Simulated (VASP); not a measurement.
# HfTi5N6 (P4/mmm) in VASP: single point with PBE

Aim: the single point of HfTi5N6 with PBE.

Everything below comes from runs of VASP 6.6.1. Logs are shortened: lines on timing, memory, paths and dates and some standing lists are left out, and cuts for length are marked.

**1. The cell of the first run**

The structure is tetragonal, space group P4/mmm (No. 123). The conventional cell has a = 3.052 Å, b = 3.052 Å, c = 12.924 Å, α = 90.00°, β = 90.00°, γ = 90.00°. Hf (site symmetry 4/mmm) has 6 N at 2.16 to 2.22 Å within 2.9 Å. Ti (site symmetry 4mm) has 6 N at 2.06 to 2.31 Å within 2.7 Å. Within 2.8 Å of Ti (site symmetry 4mm) lie 6 N at 2.12 to 2.16 Å. Ti (site symmetry 4/mmm) has 6 N at 2.09 to 2.16 Å within 2.8 Å. N (site symmetry 4mm) has 5 Ti at 2.12 to 2.16 Å and 1 Hf at 2.22 Å within 2.8 Å. Within 2.7 Å of N (site symmetry 4mm) lie 6 Ti at 2.06 to 2.16 Å. N (site symmetry 4/mmm) has 6 Ti at 2.13 to 2.16 Å within 2.8 Å. N (site symmetry 4/mmm) has 4 Hf at 2.16 Å and 2 Ti at 2.31 Å within 2.9 Å.

**2. Single point, PBE, collinear spin**

The input, INCAR:

```
SYSTEM = HfTi5N6
ALGO     = Normal         ! electronic algorithm
EDIFF    = 1E-6           ! SCF threshold, eV
ENCUT    = 520            ! plane-wave cutoff, eV
GGA      = PE             ! functional
ISIF     = 2              ! what is computed and relaxed
ISMEAR   = 0              ! smearing method
ISPIN    = 2              ! spin polarisation
LASPH    = .True.         ! aspherical terms in the spheres
LCHARG   = .True.         ! write CHGCAR
LELF     = .True.         ! ELF
LMAXMIX  = 4              ! l up to which the mixer works
LORBIT   = 11             ! projections on sites
LREAL    = .False.        ! projectors in reciprocal space
LVHAR    = .True.       
LWAVE    = .False.        ! write WAVECAR
MAGMOM   = 0 1 1 1 1 1 0 0 0 0 0 0 ! initial moments
NBANDS   = 66             ! bands
NELM     = 150            ! most SCF steps
PREC     = Accurate       ! precision mode
SIGMA    = 0.1            ! smearing width, eV
```

The input, KPOINTS:

```
k-points
0
Gamma
  6 6 2
  0 0 0
```

The input, POSCAR:

```
HfTi5N6
1.0
    3.0520619000      0.0000000000      0.0000000000
    0.0000000000      3.0520619000      0.0000000000
    0.0000000000      0.0000000000     12.9244067000
Hf Ti N
1 5 6
Direct
    0.0000000000      0.0000000000      0.0000000000
    0.5000000000      0.5000000000      0.1787340000
    0.0000000000      0.0000000000      0.3355770000
    0.5000000000      0.5000000000      0.5000000000
    0.0000000000      0.0000000000      0.6644230000
    0.5000000000      0.5000000000      0.8212660000
    0.0000000000      0.0000000000      0.1718410000
    0.5000000000      0.5000000000      0.3380670000
    0.0000000000      0.0000000000      0.5000000000
    0.5000000000      0.5000000000      0.6619330000
    0.0000000000      0.0000000000      0.8281590000
    0.5000000000      0.5000000000      0.0000000000
```

Potentials or basis: VASP PAW PBE potentials, release 64 (Hf_pv, Ti_sv, N).

Started as:

```bash
$ cat potpaw_PBE.64/Hf_pv/POTCAR potpaw_PBE.64/Ti_sv/POTCAR potpaw_PBE.64/N/POTCAR > POTCAR
$ mpirun -np 1 vasp_std > vasp.out
```

OUTCAR:

```text
SYSTEM = HfTi5N6
   EDIFF = 1E-6
   ENCUT = 520
   GGA = PE
   ISIF = 2
   ISMEAR = 0
   ISPIN = 2
   LASPH = .True.
   LORBIT = 11
   LREAL = .False.
   NELM = 150
   PREC = Accurate

 ion  position               nearest neighbor table
   1  0.000  0.000  0.000-  12 2.16  12 2.16  12 2.16  12 2.16   7 2.22  11 2.22   6 3.16   6 3.16
                             2 3.16   6 3.16   2 3.16   2 3.16   6 3.16   2 3.16
   2  0.500  0.500  0.179-   8 2.06   7 2.16   7 2.16   7 2.16   7 2.16  12 2.31   1 3.16   1 3.16
                             1 3.16   1 3.16
   3  0.000  0.000  0.336-   7 2.12   9 2.13   8 2.16   8 2.16   8 2.16   8 2.16
   4  0.500  0.500  0.500-   8 2.09  10 2.09   9 2.16   9 2.16   9 2.16   9 2.16
   5  0.000  0.000  0.664-  11 2.12   9 2.13  10 2.16  10 2.16  10 2.16  10 2.16
   6  0.500  0.500  0.821-  10 2.06  11 2.16  11 2.16  11 2.16  11 2.16  12 2.31   1 3.16   1 3.16
                             1 3.16   1 3.16
   7  0.000  0.000  0.172-   3 2.12   2 2.16   2 2.16   2 2.16   2 2.16   1 2.22
   8  0.500  0.500  0.338-   2 2.06   4 2.09   3 2.16   3 2.16   3 2.16   3 2.16
   9  0.000  0.000  0.500-   3 2.13   5 2.13   4 2.16   4 2.16   4 2.16   4 2.16
  10  0.500  0.500  0.662-   6 2.06   4 2.09   5 2.16   5 2.16   5 2.16   5 2.16
  11  0.000  0.000  0.828-   5 2.12   6 2.16   6 2.16   6 2.16   6 2.16   1 2.22
  12  0.500  0.500  0.000-   1 2.16   1 2.16   1 2.16   1 2.16   6 2.31   2 2.31

  LATTYP: Found a simple tetragonal cell.
 ALAT       =     3.0520619000
 C/A-ratio  =     4.2346476328

  Lattice vectors:

 A1 = (   3.0520619000,   0.0000000000,   0.0000000000)
 A2 = (   0.0000000000,   3.0520619000,   0.0000000000)
 A3 = (   0.0000000000,   0.0000000000,  12.9244067000)

Analysis of symmetry for initial positions (statically):
=====================================================================
 Subroutine PRICEL returns:
 Original cell was already a primitive cell.

 Routine SETGRP: Setting up the symmetry group for a
 simple tetragonal supercell.

 Subroutine GETGRP returns: Found 16 space group operations
 (whereof 16 operations were pure point group operations)
 out of a pool of 16 trial point group operations.

The static configuration has the point symmetry D_4h.

Analysis of symmetry for dynamics (positions and initial velocities):
=====================================================================
 Subroutine PRICEL returns:
 Original cell was already a primitive cell.

 Routine SETGRP: Setting up the symmetry group for a
 simple tetragonal supercell.

 Subroutine GETGRP returns: Found 16 space group operations
 (whereof 16 operations were pure point group operations)
 out of a pool of 16 trial point group operations.

The dynamic configuration has the point symmetry D_4h.

Analysis of structural, dynamic, and magnetic symmetry:
=====================================================================
 Subroutine PRICEL returns:
 Original cell was already a primitive cell.

 Routine SETGRP: Setting up the symmetry group for a
 simple tetragonal supercell.

 Subroutine GETGRP returns: Found 16 space group operations
 (whereof 16 operations were pure point group operations)
 out of a pool of 16 trial point group operations.

The overall configuration has the point symmetry D_4h.

 Subroutine INISYM returns: Found 16 space group operations
 (whereof 16 operations are pure point group operations),
 and found     1 'primitive' translations

----------------------------------------------------------------------------------------

                                     Primitive cell

  volume of cell :     120.3919

  direct lattice vectors                    reciprocal lattice vectors
     3.052061900  0.000000000  0.000000000     0.327647352  0.000000000  0.000000000
     0.000000000  3.052061900  0.000000000     0.000000000  0.327647352  0.000000000
     0.000000000  0.000000000 12.924406700     0.000000000  0.000000000  0.077372991

  length of vectors
     3.052061900  3.052061900 12.924406700     0.327647352  0.327647352  0.077372991

  position of ions in fractional coordinates (direct lattice)
     0.000000000  0.000000000  0.000000000
     0.500000000  0.500000000  0.178734000
     0.000000000  0.000000000  0.335577000
     0.500000000  0.500000000  0.500000000
     0.000000000  0.000000000  0.664423000
     0.500000000  0.500000000  0.821266000
     0.000000000  0.000000000  0.171841000
     0.500000000  0.500000000  0.338067000
[... 66 lines left out ...]
  0.500000  0.333333  0.500000      4.000000
  0.500000  0.500000  0.500000      1.000000
   k-points           NKPTS =     20   k-points in BZ     NKDIM =     20   number of bands    NBANDS=     66
   number of dos      NEDOS =    301   number of ions     NIONS =     12
   total plane-waves  NPLWV =  55296
   dimension x,y,z NGX =    24 NGY =   24 NGZ =   96
   dimension x,y,z NGXF=    48 NGYF=   48 NGZF=  192
   ions per type =               1   5   6
   NGX,Y,Z   is equivalent  to a cutoff of  13.07, 13.07, 12.35 a.u.
   NGXF,Y,Z  is equivalent  to a cutoff of  26.15, 26.15, 24.70 a.u.
 SYSTEM =  HfTi5N6
   PREC   = accura    normal or accurate (medium, high low for compatibility)
   ISTART =      0    job   : 0-new  1-cont  2-samecut
   ICHARG =      2    charge: 1-file 2-atom 10-const
   ISPIN  =      2    spin polarized calculation?
   LNONCOLLINEAR =      F non collinear calculations
   LSORBIT =      F    spin-orbit coupling
   LASPH  =      T    aspherical Exc in radial PAW
   ENCUT  =  520.0 eV  38.22 Ry    6.18 a.u.   5.67  5.67 24.03*2*pi/ulx,y,z
   NELM   =    150;   NELMIN=  2; NELMDL= -5     # of ELM steps
   EDIFF  = 0.1E-05   stopping-criterion for ELM
   LREAL  =      F    real-space projection
   EDIFFG = 0.1E-04   stopping-criterion for IOM
   NSW    =      0    number of steps for IOM
   IBRION =     -1    ionic relax: 0-MD 1-quasi-New 2-CG
   NFREE  =      0    steps in history (QN), initial steepest desc. (CG)
   ISIF   =      2    stress and relaxation
   ISYM   =      2    0-nonsym 1-usesym 2-fastsym
   POTIM  = 0.5000    time-step for ionic-motion
   TEBEG  =    0.0;   TEEND  =   0.0 temperature during run
   PSTRESS=    0.0 pullay stress
   NELECT =     100.0000    total number of electrons
   NUPDOWN=      -1.0000    fix difference up-down
   EMIN   =  10.00;   EMAX   =-10.00  energy-range for DOS
   EFERMI =   0.00;   METHOD = LEGACY
   ISMEAR =     0;   SIGMA  =   0.10  broadening in eV -4-tet -1-fermi 0-gaus
   EFERMI_NEDOS =   21; number of points for ismear=-14 and -15
   IALGO  =     38    algorithm
   IMIX   =      4    mixing-type and parameters
     AMIX     =   0.40;   BMIX     =  1.00
     AMIX_MAG =   1.60;   BMIX_MAG =  1.00
  volume/ion in A,a.u.               =      10.03        67.70
  Fermi-wavevector in a.u.,A,eV,Ry     =   1.538895  2.908090 32.221299  2.368199
  Thomas-Fermi vector in A             =   2.645199
   LORBIT       =     11    0 simple, 1 ext, 2 COOP (PROOUT), +10 PAW based schemes
   GGA     = PE    functional components
   LHFCALC =     F    Hartree Fock is set to
   AEXX    =    0.0000 exact exchange contribution
   IVDW    =     0    specifies the selected vdW correction
   LEPSILON=     F    determine dielectric tensor
   LRPA    =     F    only Hartree local field effects (RPA)
 spin polarized calculation
 Gauss-broadening in eV      SIGMA  =   0.10
  energy-cutoff  :      520.00
  volume of cell :      120.39
 maximum number of plane-waves:      3272
 NGX is ok and might be reduce to    24
   NGX = 11   NGY = 11   NGZ = 49

 number of electron     100.0000035 magnetization       0.0051626

 Free energy of the ion-electron system (eV)
  ---------------------------------------------------
  ext. energy  EPLUGINS =         0.00000000
  ---------------------------------------------------
  free energy    TOTEN  =      -119.75546387 eV

  energy without entropy =     -119.72998121  energy(sigma->0) =     -119.74272254

 E-fermi :  10.5987     XC(G=0): -12.8636

 val. band max:       10.5813433353   @ k =   0.3333   0.1667   0.0000
 cond. band min:      10.6092184495   @ k =   0.5000   0.1667   0.5000
 fundamental gap:      0.0278751142
 Fermi energy:        10.5987481494

 spin component 1

 k-point     1 :       0.0000    0.0000    0.0000
  band No.  band energies     occupation
      1     -47.2886      1.00000
      2     -47.2491      1.00000
      3     -47.2416      1.00000
      4     -47.1586      1.00000
      5     -47.1481      1.00000
      6     -23.7249      1.00000
[... 1289 lines left out ...]
     61      12.8042      0.00000
     62      12.8307      0.00000
 Fermi energy:        10.5987481494

 spin component 2

 k-point     1 :       0.0000    0.0000    0.0000
  band No.  band energies     occupation
      1     -47.2885      1.00000
      2     -47.2486      1.00000
      3     -47.2412      1.00000
      4     -47.1582      1.00000
      5     -47.1478      1.00000
      6     -23.7247      1.00000
[... 1289 lines left out ...]
     61      12.8045      0.00000
     62      12.8311      0.00000
 [bands above 62 left out]

------------------------ aborting loop because EDIFF is reached ----------------------------------------

  FORCE on cell =-STRESS in cart. coord.  units (eV):
  Direction    XX          YY          ZZ          XY          YZ          ZX
  --------------------------------------------------------------------------------------
  -------------------------------------------------------------------------------------
  Total        0.3556125      0.3556125     -0.6133251      0.0000000      0.0000000     -0.0000000
  in kB        4.7324963      4.7324963     -8.1621395      0.0000000      0.0000000     -0.0000000
  external PRESSURE =       0.4342844 kB  Pullay stress =       0.0000000 kB

 VOLUME and BASIS-vectors are now :
 -----------------------------------------------------------------------------
  energy-cutoff  :      520.00
  volume of cell :      120.39
      direct lattice vectors                 reciprocal lattice vectors
     3.052061900  0.000000000  0.000000000     0.327647352  0.000000000  0.000000000
     0.000000000  3.052061900  0.000000000     0.000000000  0.327647352  0.000000000
     0.000000000  0.000000000 12.924406700     0.000000000  0.000000000  0.077372991

 POSITION                                       TOTAL-FORCE (eV/Angst)
 -----------------------------------------------------------------------------------
      0.00000      0.00000      0.00000        -0.000000      0.000000      0.000000
      1.52603      1.52603      2.31003        -0.000000      0.000000      0.137470
      0.00000      0.00000      4.33713         0.000000     -0.000000      0.050296
      1.52603      1.52603      6.46220        -0.000000      0.000000      0.000000
      0.00000      0.00000      8.58727         0.000000     -0.000000     -0.050296
      1.52603      1.52603     10.61438        -0.000000      0.000000     -0.137470
      0.00000      0.00000      2.22094        -0.000000      0.000000     -0.172604
      1.52603      1.52603      4.36932         0.000000     -0.000000     -0.007694
      0.00000      0.00000      6.46220        -0.000000      0.000000      0.000000
      1.52603      1.52603      8.55509        -0.000000      0.000000      0.007694
      0.00000      0.00000     10.70346        -0.000000      0.000000      0.172604
      1.52603      1.52603      0.00000        -0.000000      0.000000      0.000000
 -----------------------------------------------------------------------------------
    total drift:                                0.000000     -0.000000      0.000000

  FREE ENERGIE OF THE ION-ELECTRON SYSTEM (eV)
  ---------------------------------------------------
  free  energy   TOTEN  =      -119.7554638658 eV

  energy  without entropy=     -119.7299812094  energy(sigma->0) =     -119.74272254

 total charge

# of ion       s       p       d       tot
------------------------------------------
    1        0.330   6.718   1.802   8.850
    2        2.173   6.200   1.964  10.337
    3        2.175   6.211   1.956  10.341
    4        2.179   6.217   1.930  10.325
    5        2.175   6.211   1.956  10.341
    6        2.173   6.200   1.964  10.337
    7        1.242   2.495   0.000   3.737
    8        1.245   2.496   0.000   3.742
    9        1.243   2.488   0.000   3.732
   10        1.245   2.496   0.000   3.742
   11        1.242   2.495   0.000   3.737
   12        1.245   2.550   0.000   3.796
--------------------------------------------------
tot         18.667  52.777  11.571  83.015

 magnetization (x)

# of ion       s       p       d       tot
------------------------------------------
    1        0.000   0.000   0.000   0.000
    2        0.000   0.000   0.000   0.000
    3        0.000   0.000   0.000   0.000
    4        0.000   0.000   0.000   0.000
    5        0.000   0.000   0.000   0.000
    6        0.000   0.000   0.000   0.000
    7       -0.000  -0.000   0.000  -0.000
    8       -0.000  -0.000   0.000  -0.000
    9       -0.000  -0.000   0.000  -0.000
   10       -0.000  -0.000   0.000  -0.000
   11       -0.000  -0.000   0.000  -0.000
   12       -0.000  -0.000   0.000  -0.000
--------------------------------------------------
tot         -0.000  -0.000   0.001   0.001
```

It took 6.4 min on 1 thread of Intel Xeon Platinum 8259CL at 2.50GHz (Skylake/Cascade Lake), shared host; peak memory 0.41 GiB.

Results:

| Property | Result |
| --- | --- |
| Free energy | -119.7555 eV |
| Pressure | 0.0 GPa |
| Largest force | 0.173 eV/Å |
| Band gap on the k mesh | zero (filled and empty bands overlap) |
| Net moment | 0.01 μB per cell |
| Valence electrons inside the program's atomic spheres | Hf 8.85; Ti 10.34, 10.32 (each value once); N 3.74, 3.73, 3.80 (each value once) |

Forces on the atoms (eV/Å):
```
Hf   0.000  0.000  0.000
Ti   0.000  0.000  0.137
Ti   0.000  0.000  0.050
Ti   0.000  0.000  0.000
Ti   0.000  0.000 -0.050
Ti   0.000  0.000 -0.137
N    0.000  0.000 -0.173
N    0.000  0.000 -0.008
N    0.000  0.000  0.000
N    0.000  0.000  0.008
N    0.000  0.000  0.173
N    0.000  0.000  0.000
```

Stress tensor (GPa, compression positive):
```
 0.47  0.00  0.00
 0.00  0.47  0.00
 0.00  0.00 -0.82
```

Caveat: spin-orbit coupling is left out, which moves the levels of the heavy elements.

The gap in the log of VASP goes by the Fermi energy; the results here count the filled bands.